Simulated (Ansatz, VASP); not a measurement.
**Be: VASP beside Ansatz**

The input INCAR:

```
SYSTEM = Be
PREC = Accurate ; ENCUT = 520
EDIFF = 1E-6 ; ISMEAR = 0
SIGMA = 0.15 ; LREAL = .FALSE.
LASPH = .TRUE. ; NELM = 80
ALGO = Normal ; ISIF = 2
LWAVE = .FALSE. ; LCHARG = .FALSE.
GGA = PS ; NBANDS = 9
```

File KPOINTS:

```
regular mesh
0
G
  24 24 14
  0 0 0
```

Contents of POSCAR:

```
Be
1.0
    2.1845268857      0.0000000000      0.0000000000
   -1.0922634429      1.8918557782      0.0000000000
    0.0000000000      0.0000000000      3.7809450000
Be
2
Direct
    0.3333333333      0.6666666667      0.2500000000
    0.6666666667      0.3333333333      0.7500000000
```

Input for Ansatz:

```yaml
crystal:
  lattice:
    - [2.1845268857, 0.0, 0.0]
    - [-1.0922634429, 1.8918557782, 0.0]
    - [0.0, 0.0, 3.780945]
  atoms:
    - { symbol: Be, position: [0.3333333333, 0.6666666667, 0.25] }
    - { symbol: Be, position: [0.6666666667, 0.3333333333, 0.75] }
basis:
  ecutwfc: 420
kpoints:
  mp_grid: { grid: [24, 24, 14] }
hamiltonian:
  xc: pbesol
scf:
  occupations: { method: gaussian, width: 0.15 }
output:
  forces: true
  stress: true
  eigenvalues: true
```

Change from the starting cell: strain -0.050 along x and y, +0.050 along z, atoms carried along.

Alike in both runs: task single point; functional PBEsol; k mesh 24 × 24 × 14; occupations gaussian, width 0.15 eV; no spin polarisation.

|  | VASP | Ansatz |
| --- | --- | --- |
| version | VASP 6.6.1 | Ansatz 0.2.0 |
| potentials or method | VASP PAW PBE potentials, release 64 (Be), cutoff 520 eV | scalar-relativistic, plane waves, PAW |
| valence electrons in the cell | 4 | 4 |

```csv
,VASP,Ansatz,Ansatz less VASP
gap on the k mesh at the Fermi level (eV),none,none,-
pressure (GPa),1.7,1.4,-0.37
"traceless stress, the component that is largest in VASP (GPa)",-18.19,-18.10,+0.086
```

VASP's potentials were made for PBE, not for PBEsol. A gap of «none» marks a metal or a gap that the smearing closes.
